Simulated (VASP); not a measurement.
Crystal: Ag.

```xyz
1
Lattice="-1.6219 1.6219 1.6219 1.6219 -1.6219 1.6219 1.6219 1.6219 -1.6219" Properties=species:S:1:pos:R:3 pbc="T T T"
Ag    0.0000    0.0000    0.0000
```

This cell differs from its parent crystal: volume scaled by 0.94.

Program: VASP 6.6.1. Alike in all runs: task single point; no spin polarisation; cell as given; k mesh 11 × 11 × 11; cutoff (eV) 520; smearing fermi-dirac 0.05 eV.

**Question.** Order these runs on this cell by their pressure, lowest first.
A. level r2SCAN; potentials or basis VASP PAW PBE potentials, release 64 (Ag)
B. level PBE; potentials or basis VASP PAW PBE potentials, release 64 (Ag)
C. level PBEsol; potentials or basis VASP PAW PBE potentials, release 64 (Ag)
D. level LDA; potentials or basis VASP PAW LDA potentials, release 64 (Ag)

**Answer.** D (-6.3 GPa), C (-1.9 GPa), A (2.4 GPa), B (5.3 GPa).

Caveats: the PAW data sets were made with another functional, which shifts forces and pressure a little (some runs).
